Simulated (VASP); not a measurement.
# CO2 (P4_2/mnm) in VASP: relaxation of cell and atoms with r2SCAN

Aim: the relaxation of cell and atoms of CO2 with r2SCAN.

Program: VASP 6.6.1. These are calculated values, not measurements. Logs are shortened: lines on timing, memory, paths and dates and some standing lists are left out, and cuts for length are marked.

**1. The cell of the first run**

Symmetry: P4_2/mnm, No. 136, tetragonal system. Conventional cell: a = 4.227 Å, b = 4.227 Å, c = 4.688 Å, α = 90.00°, β = 90.00°, γ = 90.00°. C (site symmetry mmm) has 2 O at 1.17 Å within 1.6 Å. Within 1.6 Å of O (site symmetry m2m) lie 1 C at 1.17 Å.

**2. Relaxation of cell and atoms, r2SCAN**

Contents of POSCAR:

```
CO2
1.0
    4.2272127900      0.0000000000      0.0000000000
    0.0000000000      4.2272127900      0.0000000000
    0.0000000000      0.0000000000      4.6877715900
C O
2 4
Direct
    0.5000000000      0.5000000000      0.5000000000
    0.0000000000      0.0000000000      0.0000000000
    0.3048268600      0.6951731400      0.5000000000
    0.6951731400      0.3048268600      0.5000000000
    0.1951731400      0.1951731400      0.0000000000
    0.8048268600      0.8048268600      0.0000000000
```

Contents of INCAR.step1:

```
  ALGO = Normal
  EDIFF = 1E-4
  ENCUT = 600
  GGA = PE
  ISMEAR = 0
  LASPH = True
  LCHARG = False
  LREAL = False
  LWAVE = True
  NELM = 80
  PREC = Accurate
  SIGMA = 0.02
```

Contents of INCAR.step2:

```
  ALGO = Normal
  EDIFF = 1E-6
  EDIFFG = -0.005
  ENCUT = 600
  IBRION = 2
  ISIF = 3
  ISMEAR = 0
  ISTART = 1
  LASPH = True
  LCHARG = False
  LMIXTAU = True
  LREAL = False
  LWAVE = False
  METAGGA = R2SCAN
  NELM = 80
  NSW = 100
  PREC = Accurate
  SIGMA = 0.02
```

Contents of KPOINTS:

```
k-points
0
Gamma
  6 6 6
```

Potentials or basis: VASP PAW PBE potentials, release 64 (C, O).

On the command line:

```console
cat potpaw_PBE.64/C/POTCAR potpaw_PBE.64/O/POTCAR > POTCAR
cp INCAR.step1 INCAR
mpirun -np 1 vasp_std > vasp.out
cp INCAR.step2 INCAR
mpirun -np 1 vasp_std > vasp.out
```

OUTCAR:

```text
EDIFF = 1E-6
   EDIFFG = -0.005
   ENCUT = 600
   IBRION = 2
   ISIF = 3
   ISMEAR = 0
   ISTART = 1
   LASPH = True
   LREAL = False
   METAGGA = R2SCAN
   NELM = 80
   NSW = 100
   PREC = Accurate

 ion  position               nearest neighbor table
   1  0.500  0.500  0.500-   3 1.17   4 1.17
   2  0.000  0.000  0.000-   5 1.17   6 1.17
   3  0.305  0.695  0.500-   1 1.17
   4  0.695  0.305  0.500-   1 1.17
   5  0.195  0.195  0.000-   2 1.17
   6  0.805  0.805  0.000-   2 1.17

  LATTYP: Found a simple tetragonal cell.
 ALAT       =     4.2272127900
 C/A-ratio  =     1.1089509383

  Lattice vectors:

 A1 = (   4.2272127900,   0.0000000000,   0.0000000000)
 A2 = (   0.0000000000,   4.2272127900,   0.0000000000)
 A3 = (   0.0000000000,   0.0000000000,   4.6877715900)

Analysis of symmetry for initial positions (statically):
=====================================================================
 Subroutine PRICEL returns:
 Original cell was already a primitive cell.

 Routine SETGRP: Setting up the symmetry group for a
 simple tetragonal supercell.

 Subroutine GETGRP returns: Found 16 space group operations
 (whereof  8 operations were pure point group operations)
 out of a pool of 16 trial point group operations.

The static configuration has the point symmetry D_2h.
 The point group associated with its full space group is D_4h.

Analysis of symmetry for dynamics (positions and initial velocities):
=====================================================================
 Subroutine PRICEL returns:
 Original cell was already a primitive cell.

 Routine SETGRP: Setting up the symmetry group for a
 simple tetragonal supercell.

 Subroutine GETGRP returns: Found 16 space group operations
 (whereof  8 operations were pure point group operations)
 out of a pool of 16 trial point group operations.

The dynamic configuration has the point symmetry D_2h.
 The point group associated with its full space group is D_4h.

 Subroutine INISYM returns: Found 16 space group operations
 (whereof  8 operations are pure point group operations),
 and found     1 'primitive' translations

----------------------------------------------------------------------------------------

                                     Primitive cell

  volume of cell :      83.7673

  direct lattice vectors                    reciprocal lattice vectors
     4.227212790  0.000000000  0.000000000     0.236562494  0.000000000  0.000000000
     0.000000000  4.227212790  0.000000000     0.000000000  0.236562494  0.000000000
     0.000000000  0.000000000  4.687771590     0.000000000  0.000000000  0.213320974

  length of vectors
     4.227212790  4.227212790  4.687771590     0.236562494  0.236562494  0.213320974

  position of ions in fractional coordinates (direct lattice)
     0.500000000  0.500000000  0.500000000
     0.000000000  0.000000000  0.000000000
     0.304826860  0.695173140  0.500000000
     0.695173140  0.304826860  0.500000000
     0.195173140  0.195173140  0.000000000
     0.804826860  0.804826860  0.000000000

  ion indices of the primitive-cell ions
   primitive index   ion index
                 1           1
                 2           2
                 3           3
                 4           4
                 5           5
                 6           6

----------------------------------------------------------------------------------------

 KPOINTS: k-points

Automatic generation of k-mesh.
 Grid dimensions read from file:
 generate k-points for:    6    6    6

 Generating k-lattice:

  Cartesian coordinates                     Fractional coordinates (reciprocal lattice)
     0.039427082  0.000000000  0.000000000     0.166666667  0.000000000  0.000000000
     0.000000000  0.039427082  0.000000000     0.000000000  0.166666667  0.000000000
     0.000000000  0.000000000  0.035553496     0.000000000  0.000000000  0.166666667

  Length of vectors
     0.039427082  0.039427082  0.035553496

  Shift w.r.t. Gamma in fractional coordinates (k-lattice)
     0.000000000  0.000000000  0.000000000

 Subroutine IBZKPT returns following result:
 ===========================================

 Found     40 irreducible k-points:

 Following reciprocal coordinates:
            Coordinates               Weight
  0.000000  0.000000  0.000000      1.000000
  0.166667  0.000000  0.000000      4.000000
  0.333333  0.000000  0.000000      4.000000
  0.500000  0.000000  0.000000      2.000000
  0.166667  0.166667  0.000000      4.000000
  0.333333  0.166667  0.000000      8.000000
[... 16 lines left out ...]
  0.333333  0.000000  0.333333      8.000000
  0.500000  0.000000  0.333333      4.000000
 [... further k-points ...]
   k-points           NKPTS =     40   k-points in BZ     NKDIM =     40   number of bands    NBANDS=     20
   number of dos      NEDOS =    301   number of ions     NIONS =      6
   total plane-waves  NPLWV =  51840
   dimension x,y,z NGX =    36 NGY =   36 NGZ =   40
   dimension x,y,z NGXF=    72 NGYF=   72 NGZF=   80
   ions per type =               2   4
   NGX,Y,Z   is equivalent  to a cutoff of  14.16, 14.16, 14.19 a.u.
   NGXF,Y,Z  is equivalent  to a cutoff of  28.32, 28.32, 28.37 a.u.
 SYSTEM =  unknown system
   PREC   = accura    normal or accurate (medium, high low for compatibility)
   ISTART =      1    job   : 0-new  1-cont  2-samecut
   ICHARG =      0    charge: 1-file 2-atom 10-const
   ISPIN  =      1    spin polarized calculation?
   LNONCOLLINEAR =      F non collinear calculations
   LSORBIT =      F    spin-orbit coupling
   LASPH  =      T    aspherical Exc in radial PAW
   ENCUT  =  600.0 eV  44.10 Ry    6.64 a.u.   8.44  8.44  9.36*2*pi/ulx,y,z
   NELM   =     80;   NELMIN=  2; NELMDL=  0     # of ELM steps
   EDIFF  = 0.1E-05   stopping-criterion for ELM
   LREAL  =      F    real-space projection
   EDIFFG = -.5E-02   stopping-criterion for IOM
   NSW    =    100    number of steps for IOM
   IBRION =      2    ionic relax: 0-MD 1-quasi-New 2-CG
   NFREE  =      1    steps in history (QN), initial steepest desc. (CG)
   ISIF   =      3    stress and relaxation
   ISYM   =      2    0-nonsym 1-usesym 2-fastsym
   POTIM  = 0.5000    time-step for ionic-motion
   TEBEG  =    0.0;   TEEND  =   0.0 temperature during run
   PSTRESS=    0.0 pullay stress
   NELECT =      32.0000    total number of electrons
   NUPDOWN=      -1.0000    fix difference up-down
   EMIN   =  10.00;   EMAX   =-10.00  energy-range for DOS
   EFERMI =   0.00;   METHOD = LEGACY
   ISMEAR =     0;   SIGMA  =   0.02  broadening in eV -4-tet -1-fermi 0-gaus
   EFERMI_NEDOS =   21; number of points for ismear=-14 and -15
   IALGO  =     38    algorithm
   IMIX   =      4    mixing-type and parameters
     AMIX     =   0.40;   BMIX     =  1.00
     AMIX_MAG =   1.60;   BMIX_MAG =  1.00
  volume/ion in A,a.u.               =      13.96        94.21
  Fermi-wavevector in a.u.,A,eV,Ry     =   1.187864  2.244737 19.198094  1.411020
  Thomas-Fermi vector in A             =   2.324006
   LORBIT       =      0    0 simple, 1 ext, 2 COOP (PROOUT), +10 PAW based schemes
   METAGGA = R2SCAN    functional components
   LHFCALC =     F    Hartree Fock is set to
   AEXX    =    0.0000 exact exchange contribution
   IVDW    =     0    specifies the selected vdW correction
   LEPSILON=     F    determine dielectric tensor
   LRPA    =     F    only Hartree local field effects (RPA)
 conjugate gradient relaxation of ions
 non-spin polarized calculation
 Gauss-broadening in eV      SIGMA  =   0.02
  energy-cutoff  :      600.00
  volume of cell :       83.77
 maximum number of plane-waves:      2815
 NGX is ok and might be reduce to    36
   NGX = 17   NGY = 17   NGZ = 19

--------------------------------------- Ionic step        1  -------------------------------------------

 number of electron      32.0000024 magnetization

 Free energy of the ion-electron system (eV)
  ---------------------------------------------------
  ext. energy  EPLUGINS =         0.00000000
  ---------------------------------------------------
  free energy    TOTEN  =       -51.50075887 eV

  energy without entropy =      -51.50075887  energy(sigma->0) =      -51.50075887

------------------------ aborting loop because EDIFF is reached ----------------------------------------

  FORCE on cell =-STRESS in cart. coord.  units (eV):
  Direction    XX          YY          ZZ          XY          YZ          ZX
  --------------------------------------------------------------------------------------
  -------------------------------------------------------------------------------------
  Total        0.0110548      0.0110548     -0.0697936     -0.0000000      0.0000000      0.0000000
  in kB        0.2114395      0.2114395     -1.3349082     -0.0000000      0.0000000      0.0000000
  external PRESSURE =      -0.3040098 kB  Pullay stress =       0.0000000 kB
[... 225 lines left out ...]
  energy  without entropy=      -51.5009456944  energy(sigma->0) =      -51.50094569

--------------------------------------- Ionic step        7  -------------------------------------------

 number of electron      32.0000017 magnetization

 Free energy of the ion-electron system (eV)
  ---------------------------------------------------
  ext. energy  EPLUGINS =         0.00000000
  ---------------------------------------------------
  free energy    TOTEN  =       -51.50101461 eV

  energy without entropy =      -51.50101461  energy(sigma->0) =      -51.50101461

 E-fermi :  -3.4172     XC(G=0):  -8.6353

 val. band max:       -3.5353658954   @ k =   0.5000   0.5000   0.5000
 cond. band min:       3.6389324058   @ k =   0.0000   0.0000   0.0000
 fundamental gap:      7.1742983012
 Fermi energy:        -3.4171575456

 k-point     1 :       0.0000    0.0000    0.0000
  band No.  band energies     occupation
      1     -25.5700      2.00000
      2     -25.2604      2.00000
      3     -24.2587      2.00000
      4     -24.2587      2.00000
      5      -9.4898      2.00000
      6      -9.0928      2.00000
[... 12 lines left out ...]
     19       5.0257      0.00000
[... 513 lines left out ...]
      4     -24.2989      2.00000
      5      -9.1757      2.00000
      6      -9.1757      2.00000
[... 12 lines left out ...]
     19       5.5640      0.00000
     20       5.5640      0.00000

 [... further k-points ...]
[... 5 lines left out ...]
  --------------------------------------------------------------------------------------
  -------------------------------------------------------------------------------------
  Total        0.0242664      0.0242664     -0.0050011     -0.0000000      0.0000000      0.0000000
  in kB        0.4685734      0.4685734     -0.0965686     -0.0000000      0.0000000      0.0000000
  external PRESSURE =       0.2801927 kB  Pullay stress =       0.0000000 kB
[... 21 lines left out ...]
  FREE ENERGIE OF THE ION-ELECTRON SYSTEM (eV)
  ---------------------------------------------------
  free  energy   TOTEN  =       -51.5010146092 eV

  energy  without entropy=      -51.5010146092  energy(sigma->0) =      -51.50101461

 reached required accuracy - stopping structural energy minimisation
```

Wall time 7.4 min (1 thread of Intel Xeon 6975P-C (Granite Rapids), shared host); peak memory 0.26 GiB.

What came out:

```yaml
Free_energy: -51.5010 eV
Relaxed_volume: 13.83 Å³/atom
Relaxed_cell: a = 4.222 Å, b = 4.222 Å, c = 4.654 Å, α = 90.00°, β = 90.00°, γ = 90.00°
Space_group_after_relaxing_to_0.1_Å: P4_2/mnm (No. 136)
Energy_gained_by_relaxing: 0.0 meV/atom
Ionic_steps: 7
Pressure_after_relaxing: 0.0 GPa
Band_gap_on_the_k_mesh: 7.17 eV (least direct gap 7.66 eV)
```

Step by step:
```csv
step,energy change (eV),largest force (eV/Å),pressure (GPa),volume (Å³)
1,0.0000,0.0118,-0.03,83.77
2,0.0000,0.0619,-0.24,83.74
3,0.0000,0.0131,-0.10,83.76
4,0.0000,0.0111,-0.11,83.72
5,-0.0001,0.0106,-0.08,83.61
6,-0.0002,0.0069,-0.05,83.40
7,-0.0003,0.0003,0.03,82.97
```

Final structure:
```yaml
crystal:
  lattice:
    - [4.22244, 0.00000, 0.00000]
    - [0.00000, 4.22244, 0.00000]
    - [0.00000, 0.00000, 4.65383]
  atoms:
    - { symbol: C, position: [0.50000, 0.50000, 0.50000] }
    - { symbol: C, position: [0.00000, 0.00000, 0.00000] }
    - { symbol: O, position: [0.30460, 0.69540, 0.50000] }
    - { symbol: O, position: [0.69540, 0.30460, 0.50000] }
    - { symbol: O, position: [0.19540, 0.19540, 0.00000] }
    - { symbol: O, position: [0.80460, 0.80460, 0.00000] }
```

Caveat: the PAW data sets were made with another functional, which shifts forces and pressure a little. A k mesh can miss the band edges.
